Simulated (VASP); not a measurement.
# Zn (P6_3/mmc) in VASP: notebook

Zn is run at these levels: LDA; tasks: single point, relaxation of cell and atoms.

Program: VASP 6.6.1. These are calculated values, not measurements. Logs are shortened: lines on timing, memory, paths and dates and some standing lists are left out, and cuts for length are marked.

## 1. The cell of the first run

It takes space group P6_3/mmc (No. 194, hexagonal). Conventional cell: a = 2.571 Å, b = 2.571 Å, c = 4.736 Å, α = 90.00°, β = 90.00°, γ = 120.00°. Zn (site symmetry -6m2) has 12 Zn at 2.57 to 2.79 Å within 3.4 Å.

## 2. Single point, LDA

INCAR

```
ALGO     = Normal         # electronic algorithm
EDIFF    = 1E-6           # SCF threshold, eV
ENCUT    = 520            # plane-wave cutoff, eV
GGA      = CA             # functional
ISIF     = 2              # what is computed and relaxed
ISMEAR   = -1             # smearing method
LASPH    = True           # aspherical terms in the spheres
LCHARG   = False          # write CHGCAR
LREAL    = False          # projectors in reciprocal space
LWAVE    = False          # write WAVECAR
NBANDS   = 19             # bands
NELM     = 60             # most SCF steps
PREC     = Accurate       # precision mode
SIGMA    = 0.1            # smearing width, eV
```

KPOINTS

```
k-points
0
Gamma
  13 13 7
```

POSCAR

```
Zn
1.0
    2.5709734949      0.0000000000      0.0000000000
   -1.2854867475      2.2265283591      0.0000000000
    0.0000000000      0.0000000000      4.7361908706
Zn
2
Direct
    0.3333333333      0.6666666667      0.2500000000
    0.6666666667      0.3333333333      0.7500000000
```

Potentials or basis: VASP PAW LDA potentials, release 64 (Zn).

Launch:

```console
$ cat potpaw_LDA.64/Zn/POTCAR > POTCAR
$ mpirun -np 1 vasp_std > vasp.out
```

OUTCAR:

```text
EDIFF = 1E-6
   ENCUT = 520
   GGA = CA
   ISIF = 2
   ISMEAR = -1
   LASPH = True
   LREAL = False
   NELM = 60
   PREC = Accurate

 ion  position               nearest neighbor table
   1  0.333  0.667  0.250-   2 2.79   2 2.79   2 2.79   2 2.79   2 2.79   2 2.79
   2  0.667  0.333  0.750-   1 2.79   1 2.79   1 2.79   1 2.79   1 2.79   1 2.79

  LATTYP: Found a hexagonal cell.
 ALAT       =     2.5709734949
 C/A-ratio  =     1.8421780232

  Lattice vectors:

 A1 = (   2.5709734949,   0.0000000000,   0.0000000000)
 A2 = (  -1.2854867475,   2.2265283591,   0.0000000000)
 A3 = (   0.0000000000,   0.0000000000,   4.7361908706)

Analysis of symmetry for initial positions (statically):
=====================================================================
 Subroutine PRICEL returns:
 Original cell was already a primitive cell.

 Routine SETGRP: Setting up the symmetry group for a
 hexagonal supercell.

 Subroutine GETGRP returns: Found 24 space group operations
 (whereof 12 operations were pure point group operations)
 out of a pool of 24 trial point group operations.

The static configuration has the point symmetry D_3d.
 The point group associated with its full space group is D_6h.

Analysis of symmetry for dynamics (positions and initial velocities):
=====================================================================
 Subroutine PRICEL returns:
 Original cell was already a primitive cell.

 Routine SETGRP: Setting up the symmetry group for a
 hexagonal supercell.

 Subroutine GETGRP returns: Found 24 space group operations
 (whereof 12 operations were pure point group operations)
 out of a pool of 24 trial point group operations.

The dynamic configuration has the point symmetry D_3d.
 The point group associated with its full space group is D_6h.

 Subroutine INISYM returns: Found 24 space group operations
 (whereof 12 operations are pure point group operations),
 and found     1 'primitive' translations

----------------------------------------------------------------------------------------

                                     Primitive cell

  volume of cell :      27.1116

  direct lattice vectors                    reciprocal lattice vectors
     2.570973495  0.000000000  0.000000000     0.388957724  0.224564847  0.000000000
[... 80 lines left out ...]
   ISPIN  =      1    spin polarized calculation?
   LNONCOLLINEAR =      F non collinear calculations
   LSORBIT =      F    spin-orbit coupling
   LASPH  =      T    aspherical Exc in radial PAW
   ENCUT  =  520.0 eV  38.22 Ry    6.18 a.u.   4.78  4.78  8.81*2*pi/ulx,y,z
   NELM   =     60;   NELMIN=  2; NELMDL= -5     # of ELM steps
   EDIFF  = 0.1E-05   stopping-criterion for ELM
   LREAL  =      F    real-space projection
   EDIFFG = 0.1E-04   stopping-criterion for IOM
   NSW    =      0    number of steps for IOM
   IBRION =     -1    ionic relax: 0-MD 1-quasi-New 2-CG
   NFREE  =      0    steps in history (QN), initial steepest desc. (CG)
   ISIF   =      2    stress and relaxation
   ISYM   =      2    0-nonsym 1-usesym 2-fastsym
   POTIM  = 0.5000    time-step for ionic-motion
   TEBEG  =    0.0;   TEEND  =   0.0 temperature during run
   PSTRESS=    0.0 pullay stress
   NELECT =      24.0000    total number of electrons
   NUPDOWN=      -1.0000    fix difference up-down
   EMIN   =  10.00;   EMAX   =-10.00  energy-range for DOS
   EFERMI =   0.00;   METHOD = LEGACY
   ISMEAR =    -1;   SIGMA  =   0.10  broadening in eV -4-tet -1-fermi 0-gaus
   EFERMI_NEDOS =   21; number of points for ismear=-14 and -15
   IALGO  =     38    algorithm
   IMIX   =      4    mixing-type and parameters
     AMIX     =   0.40;   BMIX     =  1.00
     AMIX_MAG =   1.60;   BMIX_MAG =  1.00
  volume/ion in A,a.u.               =      13.56        91.48
  Fermi-wavevector in a.u.,A,eV,Ry     =   1.571907  2.970474 33.618530  2.470892
  Thomas-Fermi vector in A             =   2.673421
   LORBIT       =      0    0 simple, 1 ext, 2 COOP (PROOUT), +10 PAW based schemes
   GGA     = CA    functional components
   LHFCALC =     F    Hartree Fock is set to
   AEXX    =    0.0000 exact exchange contribution
   IVDW    =     0    specifies the selected vdW correction
   LEPSILON=     F    determine dielectric tensor
   LRPA    =     F    only Hartree local field effects (RPA)
 non-spin polarized calculation
  energy-cutoff  :      520.00
  volume of cell :       27.11
 maximum number of plane-waves:       742
 NGX is ok and might be reduce to    20
   NGX =  9   NGY =  9   NGZ = 17

 number of electron      23.9999991 magnetization

 Free energy of the ion-electron system (eV)
  ---------------------------------------------------
  ext. energy  EPLUGINS =         0.00000000
  ---------------------------------------------------
  free energy    TOTEN  =        -3.77373165 eV

  energy without entropy =       -3.76447114  energy(sigma->0) =       -3.76910140

 E-fermi :   3.6476     XC(G=0): -12.5121

 val. band max:        3.5448095524   @ k =   0.3846   0.0769   0.0000
 cond. band min:       3.6689690342   @ k =   0.1538   0.0769   0.1429
 fundamental gap:      0.1241594818
 Fermi energy:         3.6476221988

 k-point     1 :       0.0000    0.0000    0.0000
  band No.  band energies     occupation
      1      -7.5991      2.00000
      2      -5.4671      2.00000
      3      -4.5946      2.00000
      4      -4.3200      2.00000
      5      -4.3200      2.00000
      6      -4.2547      2.00000
[... 505 lines left out ...]
      6      -4.1370      2.00000
[... 11 lines left out ...]
     18      21.5462      0.00000
     19      24.1330      0.00000

 [... further k-points ...]

------------------------ aborting loop because EDIFF is reached ----------------------------------------

  FORCE on cell =-STRESS in cart. coord.  units (eV):
  Direction    XX          YY          ZZ          XY          YZ          ZX
  --------------------------------------------------------------------------------------
  -------------------------------------------------------------------------------------
  Total        0.1381369      0.1381369      0.0770733     -0.0000000     -0.0000000      0.0000000
  in kB        8.1632907      8.1632907      4.5546952     -0.0000000     -0.0000000      0.0000000
  external PRESSURE =       6.9604255 kB  Pullay stress =       0.0000000 kB

 VOLUME and BASIS-vectors are now :
 -----------------------------------------------------------------------------
  energy-cutoff  :      520.00
  volume of cell :       27.11
      direct lattice vectors                 reciprocal lattice vectors
     2.570973495  0.000000000  0.000000000     0.388957724  0.224564847  0.000000000
    -1.285486748  2.226528359  0.000000000     0.000000000  0.449129694  0.000000000
     0.000000000  0.000000000  4.736190871     0.000000000  0.000000000  0.211140139

 POSITION                                       TOTAL-FORCE (eV/Angst)
 -----------------------------------------------------------------------------------
     -0.00000      1.48435      1.18405        -0.000000      0.000000      0.000000
      1.28549      0.74218      3.55214         0.000000     -0.000000      0.000000
 -----------------------------------------------------------------------------------
    total drift:                               -0.000000      0.000000      0.000000

  FREE ENERGIE OF THE ION-ELECTRON SYSTEM (eV)
  ---------------------------------------------------
  free  energy   TOTEN  =        -3.7737316547 eV

  energy  without entropy=       -3.7644711449  energy(sigma->0) =       -3.76910140
```

Run time: 20 s. Hardware: 1 thread of AMD EPYC 7R13 (Zen 3), shared host; peak memory 0.12 GiB.

Results:

* Free energy: -3.7737 eV
* Pressure: 0.7 GPa
* Band gap on the k mesh: zero (band 12 reaches 4.82 eV, above the bottom of band 13 at 0.86 eV)

Stress tensor (GPa, compression positive):
```
0.82 0.00 0.00
0.00 0.82 0.00
0.00 0.00 0.46
```

Levels at points of the mesh, in eV from the Fermi level:
```
           k point  band 9  band 10  band 11  band 12  band 13  band 14  band 15  band 16
(0.00, 0.00, 0.00)   -7.51    -7.24    -7.24    -4.06    -2.79    15.00    18.80    18.80
```

## 3. Relaxation of cell and atoms, LDA

This run uses another cell than the first one, of 15.21 Å³/atom, 1.122 times its volume.

INCAR

```
SYSTEM = Zn
ALGO = Normal
EDIFF = 1E-6
EDIFFG = -0.01
ENCUT = 600
GGA = CA
IBRION = 2
ISIF = 3
ISMEAR = -1
LASPH = .TRUE.
LCHARG = .FALSE.
LREAL = .FALSE.
LWAVE = .FALSE.
NELM = 60
NSW = 80
PREC = Accurate
SIGMA = 0.1
```

KPOINTS

```
k-points
0
G
  13 13 7
  0 0 0
```

POSCAR

```
Zn
1.0
    2.6647980532      0.0000000000      0.0000000000
   -1.3323990266      2.3077828100      0.0000000000
    0.0000000000      0.0000000000      4.9467000000
Zn
2
Direct
    0.3333333333      0.6666666667      0.2500000000
    0.6666666667      0.3333333333      0.7500000000
```

Potentials or basis: VASP PAW LDA potentials, release 64 (Zn).

Launch:

```console
$ cat potpaw_LDA.64/Zn/POTCAR > POTCAR
$ mpirun -np 1 vasp_std > vasp.out
```

Wall time 1.9 min (1 thread of AMD EPYC 7R13 (Zen 3), shared host); peak memory 0.15 GiB.

It converged, with:

```
Free energy                            : -3.7753 eV
Relaxed volume                         : 13.63 Å³/atom
Relaxed cell                           : a = 2.577 Å, b = 2.577 Å, c = 4.739 Å, α = 90.00°, β = 90.00°, γ = 120.00°
Space group after relaxing (to 0.05 Å) : P6_3/mmc (No. 194)
Energy gained by relaxing              : 46.3 meV/atom
Ionic steps                            : 7
Pressure after relaxing                : 0.0 GPa
Band gap on the k mesh                 : zero (band 12 reaches 4.77 eV, above the bottom of band 13 at 0.83 eV)
```

Step by step:
```csv
step,energy change (eV),largest force (eV/Å),pressure (GPa),volume (Å³)
1,0.0000,0.0000,-8.53,30.42
2,-0.0871,0.0000,1.37,26.99
3,-0.0901,0.0000,0.07,27.40
4,-0.0901,0.0000,-0.13,27.47
5,-0.0915,0.0000,-0.10,27.39
6,-0.0925,0.0000,-0.02,27.28
7,-0.0926,0.0000,-0.01,27.25
```

Final structure:
```yaml
crystal:
  lattice:
    - [2.57670, 0.00000, 0.00000]
    - [-1.28835, 2.23149, 0.00000]
    - [0.00000, 0.00000, 4.73950]
  atoms:
    - { symbol: Zn, position: [0.33333, 0.66667, 0.25000] }
    - { symbol: Zn, position: [0.66667, 0.33333, 0.75000] }
```

Levels at points of the mesh, in eV from the Fermi level:
| k point | band 8 | band 9 | band 10 | band 11 | band 12 | band 13 | band 14 | band 15 | band 16 |
| --- | --- | --- | --- | --- | --- | --- | --- | --- | --- |
| (0.00, 0.00, 0.00) | -7.51 | -7.51 | -7.24 | -7.24 | -4.03 | -2.78 | 15.00 | 18.68 | 18.83 |

Caveat: the volume moved by -10 % from the deposited cell, more than functionals usually miss.
